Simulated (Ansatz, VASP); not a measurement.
# Be: VASP beside Ansatz

```
Be
1.0
     0.00000    1.53590    1.53590
     1.53590    0.00000    1.53590
     1.53590    1.53590    0.00000
Be
1
Cartesian
  0.0000 0.0000 0.0000
```

Alike in both runs: task single point; functional PBE; k mesh 28 × 28 × 28; occupations fermi-dirac, width 0.1 eV; no spin polarisation.

|  | VASP | Ansatz |
| --- | --- | --- |
| version | VASP 6.6.1 | Ansatz 0.2.0 |
| potentials or method | VASP PAW PBE potentials, release 64 (Be), cutoff 520 eV | plane waves (420 eV) with PAW, scalar-relativistic |
| valence electrons in the cell | 2 | 2 |

Ansatz gave:

```
pressure (GPa) : 11.5
```

**Question.** What did VASP give for the same quantities?

**Answer.** Pressure (GPa): 11.8.

With one functional, cell and mesh, what is left measures potentials, basis and numerics.
